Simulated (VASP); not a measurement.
## Sn: single point with revPBE

Sn:

```
CELL_PARAMETERS angstrom
3.10575 0.00000 0.00000
0.00000 3.10575 0.00000
0.00000 0.00000 3.10575
ATOMIC_POSITIONS crystal
Sn 0.00000 0.00000 0.00000
```

| Quantity | Value |
| --- | --- |
| Program | VASP 6.6.1 |
| Task | single point |
| Functional | revPBE |
| Potentials or basis | VASP PAW PBE potentials, release 64 (Sn_d) |
| Cutoff | 520 eV |
| k mesh | 11 × 11 × 11 |
| Occupations | fermi-dirac, width 0.1 eV |
| Spin | no spin polarisation |

```yaml
Pressure: 0.3 GPa
Band_gap_on_the_k_mesh: zero (band 7 reaches 12.03 eV, above the bottom of band 8 at 5.04 eV)
```

Levels at points of the mesh, in eV from the Fermi level:
| k point | band 3 | band 4 | band 5 | band 6 | band 7 | band 8 | band 9 | band 10 | band 11 | band 12 |
| --- | --- | --- | --- | --- | --- | --- | --- | --- | --- | --- |
| (0.00, 0.00, 0.00) | -21.17 | -21.17 | -21.17 | -10.38 | 5.29 | 5.29 | 5.29 | 8.56 | 8.56 | 9.81 |

It took 18 s on 1 thread of Intel Xeon 8259CL, with other jobs on the host, peak memory 0.14 GiB.

Caveat: the PAW data sets were made with another functional, which shifts forces and pressure a little; spin-orbit coupling is left out, which moves the levels of the heavy elements.
